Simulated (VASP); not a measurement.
# Ni (Fm-3m) in VASP: a series of runs

Runs on Ni. Level: LDA. Tasks: single point.

Everything below comes from runs of VASP 6.6.1. Logs are shortened: lines on timing, memory, paths and dates and some standing lists are left out, and cuts for length are marked.

## Step 1: The cell of the first run

It takes space group Fm-3m (No. 225, cubic). The conventional cell has a = 3.421 Å, b = 3.421 Å, c = 3.421 Å, α = 90.00°, β = 90.00°, γ = 90.00°. Ni (site symmetry m-3m) has 12 Ni at 2.42 Å within 3.2 Å.

## Step 2: Single point, LDA

Contents of INCAR:

```
ALGO     = Normal         # electronic algorithm
EDIFF    = 1E-6           # SCF threshold, eV
ENCUT    = 600            # plane-wave cutoff, eV
GGA_COMPAT= F            
ISIF     = 2              # what is computed and relaxed
ISMEAR   = 1              # smearing method
LASPH    = T              # aspherical terms in the spheres
LCHARG   = F              # write CHGCAR
LREAL    = F              # projectors in reciprocal space
LWAVE    = F              # write WAVECAR
NBANDS   = 11             # bands
NELM     = 120            # most SCF steps
PREC     = Accurate       # precision mode
SIGMA    = 0.1            # smearing width, eV
```

Contents of KPOINTS:

```
k-points
0
Gamma
  16 16 16
```

Contents of POSCAR:

```
Ni
1.0
    0.0000000000      1.7104399105      1.7104399105
    1.7104399105      0.0000000000      1.7104399105
    1.7104399105      1.7104399105      0.0000000000
Ni
1
Direct
    0.0000000000      0.0000000000      0.0000000000
```

Potentials or basis: VASP PAW LDA potentials, release 64 (Ni).

Launch:

```console
$ cat potpaw_LDA.64/Ni/POTCAR > POTCAR
$ mpirun -np 1 vasp_std > vasp.out
```

OUTCAR:

```text
EDIFF = 1E-6
   ENCUT = 600
   ISIF = 2
   ISMEAR = 1
   LASPH = T
   LREAL = F
   NELM = 120
   PREC = Accurate

 ion  position               nearest neighbor table
   1  0.000  0.000  0.000-

  LATTYP: Found a face centered cubic cell.
 ALAT       =     3.4208798210

  Lattice vectors:

 A1 = (   0.0000000000,   1.7104399105,   1.7104399105)
 A2 = (   1.7104399105,   0.0000000000,   1.7104399105)
 A3 = (   1.7104399105,   1.7104399105,   0.0000000000)

Analysis of symmetry for initial positions (statically):
=====================================================================
 Subroutine PRICEL returns:
 Original cell was already a primitive cell.

 Routine SETGRP: Setting up the symmetry group for a
 face centered cubic supercell.

 Subroutine GETGRP returns: Found 48 space group operations
 (whereof 48 operations were pure point group operations)
 out of a pool of 48 trial point group operations.

The static configuration has the point symmetry O_h .

Analysis of symmetry for dynamics (positions and initial velocities):
=====================================================================
 Subroutine PRICEL returns:
 Original cell was already a primitive cell.

 Routine SETGRP: Setting up the symmetry group for a
 face centered cubic supercell.

 Subroutine GETGRP returns: Found 48 space group operations
 (whereof 48 operations were pure point group operations)
 out of a pool of 48 trial point group operations.

The dynamic configuration has the point symmetry O_h .

 Subroutine INISYM returns: Found 48 space group operations
 (whereof 48 operations are pure point group operations),
 and found     1 'primitive' translations

----------------------------------------------------------------------------------------

                                     Primitive cell

  volume of cell :      10.0081

  direct lattice vectors                    reciprocal lattice vectors
     0.000000000  1.710439911  1.710439911    -0.292322459  0.292322459  0.292322459
     1.710439911  0.000000000  1.710439911     0.292322459 -0.292322459  0.292322459
     1.710439911  1.710439911  0.000000000     0.292322459  0.292322459 -0.292322459

  length of vectors
     2.418927319  2.418927319  2.418927319     0.506317351  0.506317351  0.506317351

[... 77 lines left out ...]
   NELM   =    120;   NELMIN=  2; NELMDL= -5     # of ELM steps
   EDIFF  = 0.1E-05   stopping-criterion for ELM
   LREAL  =      F    real-space projection
   EDIFFG = 0.1E-04   stopping-criterion for IOM
   NSW    =      0    number of steps for IOM
   IBRION =     -1    ionic relax: 0-MD 1-quasi-New 2-CG
   NFREE  =      0    steps in history (QN), initial steepest desc. (CG)
   ISIF   =      2    stress and relaxation
   ISYM   =      2    0-nonsym 1-usesym 2-fastsym
   POTIM  = 0.5000    time-step for ionic-motion
   TEBEG  =    0.0;   TEEND  =   0.0 temperature during run
   PSTRESS=    0.0 pullay stress
   NELECT =      10.0000    total number of electrons
   NUPDOWN=      -1.0000    fix difference up-down
   EMIN   =  10.00;   EMAX   =-10.00  energy-range for DOS
   EFERMI =   0.00;   METHOD = LEGACY
   ISMEAR =     1;   SIGMA  =   0.10  broadening in eV -4-tet -1-fermi 0-gaus
   EFERMI_NEDOS =   21; number of points for ismear=-14 and -15
   IALGO  =     38    algorithm
   IMIX   =      4    mixing-type and parameters
     AMIX     =   0.40;   BMIX     =  1.00
     AMIX_MAG =   1.60;   BMIX_MAG =  1.00
  volume/ion in A,a.u.               =      10.01        67.54
  Fermi-wavevector in a.u.,A,eV,Ry     =   1.636655  3.092829 36.445082  2.678638
  Thomas-Fermi vector in A             =   2.727925
   LORBIT       =      0    0 simple, 1 ext, 2 COOP (PROOUT), +10 PAW based schemes
   GGA     = CA    functional components
   LHFCALC =     F    Hartree Fock is set to
   AEXX    =    0.0000 exact exchange contribution
   IVDW    =     0    specifies the selected vdW correction
   LEPSILON=     F    determine dielectric tensor
   LRPA    =     F    only Hartree local field effects (RPA)
 non-spin polarized calculation
 Methfessel and Paxton  Order N= 1 SIGMA  =   0.10
  energy-cutoff  :      600.00
  volume of cell :       10.01
 maximum number of plane-waves:       343
   NGX =  9   NGY =  9   NGZ =  9

 number of electron      10.0000000 magnetization

 number of electron       9.9999994 magnetization

 Free energy of the ion-electron system (eV)
  ---------------------------------------------------
  ext. energy  EPLUGINS =         0.00000000
  ---------------------------------------------------
  free energy    TOTEN  =        -6.53781055 eV

  energy without entropy =       -6.53594031  energy(sigma->0) =       -6.53718714

 E-fermi :  10.1311     XC(G=0): -14.1136

 val. band max:       10.1293802739   @ k =   0.5000   0.0625   0.0000
 cond. band min:      10.1312242245   @ k =  -0.4375   0.3125   0.0625
 fundamental gap:      0.0018439506
 Fermi energy:        10.1310867501

 k-point     1 :       0.0000    0.0000    0.0000
  band No.  band energies     occupation
      1       0.7141      2.00000
      2       8.0145      2.00000
      3       8.0145      2.00000
      4       8.0145      2.00000
      5       9.2969      2.00000
      6       9.2969      2.00000
      7      34.7393      0.00000
      8      39.1956      0.00000
      9      39.1956      0.00000
     10      39.1956      0.00000
     11      42.5341      0.00000
[... 309 lines left out ...]
 k-point    24 :      -0.0625    0.0625    0.0000
  band No.  band energies     occupation
      1       1.1451      2.00000
      2       7.8797      2.00000
      3       8.1113      2.00000
      4       8.1306      2.00000
      5       9.1968      2.00000
      6       9.3142      2.00000
      7      33.5993      0.00000
      8      35.5548      0.00000
      9      37.8391      0.00000
     10      39.8063      0.00000
     11      42.5958      0.00000

 [... further k-points ...]
[... 5 lines left out ...]
  --------------------------------------------------------------------------------------
  -------------------------------------------------------------------------------------
  Total       -0.0507138     -0.0507138     -0.0507138      0.0000000     -0.0000000     -0.0000000
  in kB       -8.1186439     -8.1186439     -8.1186439      0.0000000     -0.0000000     -0.0000000
  external PRESSURE =      -8.1186439 kB  Pullay stress =       0.0000000 kB

 VOLUME and BASIS-vectors are now :
 -----------------------------------------------------------------------------
  energy-cutoff  :      600.00
  volume of cell :       10.01
      direct lattice vectors                 reciprocal lattice vectors
     0.000000000  1.710439911  1.710439911    -0.292322459  0.292322459  0.292322459
     1.710439911  0.000000000  1.710439911     0.292322459 -0.292322459  0.292322459
     1.710439911  1.710439911  0.000000000     0.292322459  0.292322459 -0.292322459

 POSITION                                       TOTAL-FORCE (eV/Angst)
 -----------------------------------------------------------------------------------
      0.00000      0.00000      0.00000         0.000000      0.000000     -0.000000
 -----------------------------------------------------------------------------------
    total drift:                                0.000000      0.000000      0.000000

  FREE ENERGIE OF THE ION-ELECTRON SYSTEM (eV)
  ---------------------------------------------------
  free  energy   TOTEN  =        -6.5378105494 eV

  energy  without entropy=       -6.5359403075  energy(sigma->0) =       -6.53718714
```

OSZICAR:

```text
N       E                     dE             d eps       ncg     rms          rms(c)
DAV:   1     0.313350158065E+02    0.31335E+02   -0.54628E+03  3254   0.143E+03
DAV:   2    -0.655789152918E+01   -0.37893E+02   -0.36014E+02  3317   0.188E+02
DAV:   3    -0.766350456979E+01   -0.11056E+01   -0.10953E+01  3559   0.368E+01
DAV:   4    -0.767317813902E+01   -0.96736E-02   -0.96696E-02  3643   0.308E+00
DAV:   5    -0.767337427068E+01   -0.19613E-03   -0.19613E-03  3589   0.420E-01    0.109E+01
DAV:   6    -0.687085375962E+01    0.80252E+00   -0.14833E+01  3864   0.562E+01    0.556E+00
DAV:   7    -0.656323717988E+01    0.30762E+00   -0.24772E+00  3841   0.215E+01    0.201E+00
DAV:   8    -0.654004462139E+01    0.23193E-01   -0.32902E-02  4699   0.177E+00    0.528E-01
DAV:   9    -0.653780789048E+01    0.22367E-02   -0.14059E-03  4388   0.293E-01    0.453E-02
DAV:  10    -0.653780676173E+01    0.11287E-05   -0.32882E-05  4641   0.431E-02    0.318E-02
DAV:  11    -0.653781055470E+01   -0.37930E-05   -0.15260E-06  2828   0.144E-02    0.263E-03
DAV:  12    -0.653781054944E+01    0.52580E-08   -0.76429E-08  1790   0.232E-03
   1 F= -.65378105E+01 E0= -.65371871E+01  d E =-.187024E-02
```

stdout:

```text
POSCAR found type information on POSCAR Ni
 POSCAR found :  1 types and       1 ions
 scaLAPACK will be used
 LDA part: xc-table for (Slater(with rela. corr.)+CA(PZ))
 , standard interpolation
 POSCAR, INCAR and KPOINTS ok, starting setup
 FFT: planning ... GRIDC
 FFT: planning ... GRID_SOFT
 FFT: planning ... GRID
 WAVECAR not read
 entering main loop
```

It took 14 s on 1 thread of Intel Xeon 6975P-C, shared host; peak memory 0.13 GiB.

What came out:

```
Free energy            : -6.5378 eV
Pressure               : -0.8 GPa
Band gap on the k mesh : zero (band 5 reaches 10.33 eV, above the bottom of band 6 at 9.25 eV)
```

Caveat: the run has no spin polarisation, though such a crystal can be magnetic. Spin polarisation is off, so any magnetic state and its effect on volume and gap are missing.

## Step 3: Single point, LDA

Contents of INCAR:

```
SYSTEM = Ni
  ALGO = Normal
  EDIFF = 1E-6
  ENCUT = 600
  GGA_COMPAT = .False.
  ISIF = 2
  ISMEAR = 1
  LASPH = .True.
  LCHARG = .True.
  LELF = .True.
  LREAL = .False.
  LVHAR = .True.
  LWAVE = .False.
  NBANDS = 11
  NELM = 120
  PREC = Accurate
  SIGMA = 0.2
```

Contents of KPOINTS:

```
k-points
0
Gamma
  16 16 16
  0 0 0
```

POSCAR is that of step 2.

Potentials or basis: VASP PAW LDA potentials, release 64 (Ni).

Launch:

```console
$ cat potpaw_LDA.64/Ni/POTCAR > POTCAR
$ mpirun -np 1 vasp_std > vasp.out
```

OUTCAR:

```text
SYSTEM = Ni
   EDIFF = 1E-6
   ENCUT = 600
   ISIF = 2
   ISMEAR = 1
   LASPH = .True.
   LREAL = .False.
   NELM = 120
   PREC = Accurate

 ion  position               nearest neighbor table
   1  0.000  0.000  0.000-

  LATTYP: Found a face centered cubic cell.
 ALAT       =     3.4208798210

  Lattice vectors:

 A1 = (   0.0000000000,   1.7104399105,   1.7104399105)
 A2 = (   1.7104399105,   0.0000000000,   1.7104399105)
 A3 = (   1.7104399105,   1.7104399105,   0.0000000000)

Analysis of symmetry for initial positions (statically):
=====================================================================
 Subroutine PRICEL returns:
 Original cell was already a primitive cell.

 Routine SETGRP: Setting up the symmetry group for a
 face centered cubic supercell.

 Subroutine GETGRP returns: Found 48 space group operations
 (whereof 48 operations were pure point group operations)
 out of a pool of 48 trial point group operations.

The static configuration has the point symmetry O_h .

Analysis of symmetry for dynamics (positions and initial velocities):
=====================================================================
 Subroutine PRICEL returns:
 Original cell was already a primitive cell.
[... 160 lines left out ...]
 fundamental gap:      0.0069383858
 Fermi energy:        10.1284028015

 k-point     1 :       0.0000    0.0000    0.0000
  band No.  band energies     occupation
      1       0.7143      2.00000
      2       8.0116      2.00000
      3       8.0116      2.00000
      4       8.0116      2.00000
      5       9.2926      2.00000
      6       9.2926      2.00000
      7      34.7401      0.00000
      8      39.1954      0.00000
      9      39.1954      0.00000
     10      39.1954      0.00000
     11      42.5336      0.00000
[... 309 lines left out ...]
 k-point    24 :      -0.0625    0.0625    0.0000
  band No.  band energies     occupation
      1       1.1453      2.00000
      2       7.8768      2.00000
      3       8.1083      2.00000
      4       8.1277      2.00000
      5       9.1925      2.00000
      6       9.3099      2.00000
      7      33.5996      0.00000
      8      35.5546      0.00000
      9      37.8391      0.00000
     10      39.8061      0.00000
     11      42.5957      0.00000

 [... further k-points ...]
[... 5 lines left out ...]
  --------------------------------------------------------------------------------------
  -------------------------------------------------------------------------------------
  Total       -0.0416232     -0.0416232     -0.0416232     -0.0000000     -0.0000000      0.0000000
  in kB       -6.6633483     -6.6633483     -6.6633483     -0.0000000     -0.0000000      0.0000000
  external PRESSURE =      -6.6633483 kB  Pullay stress =       0.0000000 kB

 VOLUME and BASIS-vectors are now :
 -----------------------------------------------------------------------------
  energy-cutoff  :      600.00
  volume of cell :       10.01
      direct lattice vectors                 reciprocal lattice vectors
     0.000000000  1.710439911  1.710439911    -0.292322459  0.292322459  0.292322459
     1.710439911  0.000000000  1.710439911     0.292322459 -0.292322459  0.292322459
     1.710439911  1.710439911  0.000000000     0.292322459  0.292322459 -0.292322459

 POSITION                                       TOTAL-FORCE (eV/Angst)
 -----------------------------------------------------------------------------------
      0.00000      0.00000      0.00000         0.000000     -0.000000     -0.000000
 -----------------------------------------------------------------------------------
    total drift:                                0.000000      0.000000      0.000000

  FREE ENERGIE OF THE ION-ELECTRON SYSTEM (eV)
  ---------------------------------------------------
  free  energy   TOTEN  =        -6.5420626770 eV

  energy  without entropy=       -6.5297474170  energy(sigma->0) =       -6.53795759
```

OSZICAR:

```text
N       E                     dE             d eps       ncg     rms          rms(c)
DAV:   1     0.313344697058E+02    0.31334E+02   -0.54628E+03  3254   0.143E+03
DAV:   2    -0.655995975998E+01   -0.37894E+02   -0.36014E+02  3317   0.188E+02
DAV:   3    -0.766753597907E+01   -0.11076E+01   -0.10987E+01  3559   0.368E+01
DAV:   4    -0.767724076435E+01   -0.97048E-02   -0.97016E-02  3643   0.308E+00
DAV:   5    -0.767743762553E+01   -0.19686E-03   -0.19686E-03  3589   0.420E-01    0.109E+01
DAV:   6    -0.687336694754E+01    0.80407E+00   -0.14850E+01  3864   0.562E+01    0.556E+00
DAV:   7    -0.656781109206E+01    0.30556E+00   -0.24642E+00  3841   0.214E+01    0.201E+00
DAV:   8    -0.654432287715E+01    0.23488E-01   -0.34113E-02  4711   0.182E+00    0.528E-01
DAV:   9    -0.654206751121E+01    0.22554E-02   -0.14019E-03  4377   0.293E-01    0.437E-02
DAV:  10    -0.654205846945E+01    0.90418E-05   -0.40388E-05  4673   0.454E-02    0.350E-02
DAV:  11    -0.654206268431E+01   -0.42149E-05   -0.18230E-06  3011   0.147E-02    0.246E-03
DAV:  12    -0.654206267705E+01    0.72687E-08   -0.78322E-08  1784   0.242E-03
   1 F= -.65420627E+01 E0= -.65379576E+01  d E =-.123153E-01
```

Run time: 14 s. Hardware: 1 thread of Intel Xeon 6975P-C, shared host; peak memory 0.13 GiB.

What came out:

| Quantity | Value |
| --- | --- |
| Free energy | -6.5421 eV |
| Pressure | -0.7 GPa |
| Band gap on the k mesh | zero (band 5 reaches 10.32 eV, above the bottom of band 6 at 9.24 eV) |

Caveat: the run has no spin polarisation, though such a crystal can be magnetic. Spin polarisation is off, so any magnetic state and its effect on volume and gap are missing.

(Continued in part 2 of 2.)
